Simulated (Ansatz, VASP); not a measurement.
## Two plane-wave programs on GdN

POSCAR

```
GdN
1.0
    0.0000000000      2.4518800326      2.4518800326
    2.4518800326      0.0000000000      2.4518800326
    2.4518800326      2.4518800326      0.0000000000
Gd N
1 1
Direct
    0.5000000000      0.5000000000      0.5000000000
    0.0000000000      0.0000000000      0.0000000000
```

The input INCAR.step1:

```
  PREC = Accurate
  ENCUT = 520
  ISMEAR = 0
  SIGMA = 0.05
  LREAL = False
  LASPH = True
  NELM = 150
  ISPIN = 2
  MAGMOM = 7.64 -0.18
  LMAXMIX = 6
  LDAU = True
  LDAUTYPE = 2
  LDAUL = 3 -1
  LDAUU = 4 0
  LDAUJ = 0 0
  NBANDS = 22
  GGA = PE
  ALGO = Normal
  EDIFF = 1E-4
  LWAVE = True
  LCHARG = False
```

File INCAR.step2:

```
  PREC = Accurate
  ENCUT = 520
  EDIFF = 1E-6
  ISMEAR = 0
  SIGMA = 0.05
  LREAL = False
  LASPH = True
  NELM = 150
  ALGO = Normal
  ISIF = 2
  LWAVE = False
  LCHARG = False
  ISPIN = 2
  MAGMOM = 7.64 -0.18
  LORBIT = 11
  LMAXMIX = 6
  LDAU = True
  LDAUTYPE = 2
  LDAUL = 3 -1
  LDAUU = 4 0
  LDAUJ = 0 0
  LDAUPRINT = 1
  METAGGA = R2SCAN
  LMIXTAU = True
  LUSE_VDW = True
  IVDW_NL = 2
  BPARAM = 11.95
  CPARAM = 0.0093
  NBANDS = 22
  ISTART = 1
```

File KPOINTS:

```
Automatic mesh
0
Gamma
  8 8 8
```

Input for Ansatz:

```yaml
crystal:
  lattice:
    - [0.0, 2.4518800326, 2.4518800326]
    - [2.4518800326, 0.0, 2.4518800326]
    - [2.4518800326, 2.4518800326, 0.0]
  atoms:
    - { symbol: Gd, position: [0.5, 0.5, 0.5], spin: 7.65 }
    - { symbol: "N", position: [0.0, 0.0, 0.0] }
basis:
  ecutwfc: 500
  ecutrho_ratio: 4
kpoints:
  mp_grid: { grid: [8, 8, 8] }
hamiltonian:
  xc: r2scan
  dispersion: rvv10
  hubbard:
    sites:
      - { species: Gd, l: f, u_eff: 4.0, starting_ns: start.occupation_matrices }
    ns_hold: { iters: 6 }
scf:
  occupations: { method: gaussian, width: 0.05 }
  lower_state_search: "off"
output:
  forces: true
  stress: true
  eigenvalues: true
  populations: true
  hubbard: { sites: [{ species: Gd, l: f }] }
magnetization:
  spin_polarized: true
```

Alike in both runs: task single point; functional r2SCAN; dispersion rVV10; k mesh 8 × 8 × 8; occupations gaussian, width 0.05 eV; collinear spin; Hubbard terms Gd f U = 4.0 eV.

```csv
,VASP,Ansatz
version,VASP 6.6.1,Ansatz 0.2.0
potentials or method,"VASP PAW PBE potentials, release 64 (Gd, N), cutoff 520 eV","scalar-relativistic, plane waves, PAW"
valence electrons in the cell,23,23
```

|  | VASP | Ansatz | Ansatz less VASP |
| --- | --- | --- | --- |
| gap on the k mesh at the Fermi level (eV) | none | none | - |
| pressure (GPa) | 7.7 | 7.3 | -0.40 |
| net moment per atom (μB) | 3.50 | 3.50 | 0.000 |
| size of the moment on the site where the two differ most (μB) | 6.82 | 6.95 | +0.122 |

VASP's potentials were made for PBE, not for r2SCAN. Site moments also hang on the region over which each program counts them. The programs project onto different local orbitals, so the same U acts differently, and such runs can settle in different states. A gap of «none» marks a metal or a gap that the smearing closes. Ansatz's warnings: filled band counts differ across k points, stability check not made.

Spin-orbit coupling is off throughout.
